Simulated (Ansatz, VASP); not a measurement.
**One calculation of Na3YbGeSe, two programs**

```
Na Yb Ge Se
1.0
     4.73591    0.00000    0.00000
    -2.36795    4.10142    0.00000
     0.00000    0.00000    7.61109
Na Yb Ge Se
3 1 1 1
Direct
  0.66667 0.33333 0.99032
  0.33333 0.66667 0.14543
  0.00000 0.00000 0.34674
  0.33333 0.66667 0.67655
  0.00000 0.00000 0.89251
  0.66667 0.33333 0.44845
```

Change from the starting cell: species swapped into the LiGeSbTe3 type (P3m1, No. 156).

Alike in both runs: functional PBE; k mesh 4 × 4 × 2; occupations gaussian, width 0.15 eV; collinear spin.

Ansatz relaxed the structure, and its values are those at the end. VASP's run is a single point on that final structure, the one shown.

```csv
,VASP,Ansatz
version,VASP 6.6.1,Ansatz 0.2.0
potentials or method,"VASP PAW PBE potentials, release 64 (Na_pv, Yb, Ge_d, Se), cutoff 520 eV","scalar-relativistic, plane waves, PAW"
valence electrons in the cell,65,81
```

```csv
,VASP,Ansatz,Ansatz less VASP
gap on the k mesh at the Fermi level (eV),none,none,-
pressure (GPa),0.1,0.0,-0.11
rms of the force components (eV/Å),0.016,0.010,-0.0057
net moment per atom (μB),0.00,0.00,0.000
```

A gap of «none» marks a metal or a gap that the smearing closes. VASP's potentials hold 65 valence electrons a cell and Ansatz's 81, so a difference there can come from the potentials and not from the codes. Ansatz's warnings: seeded moment not kept.

The k mesh is coarse, so the values compare programs but aren't converged. Neither program's run includes spin-orbit coupling.
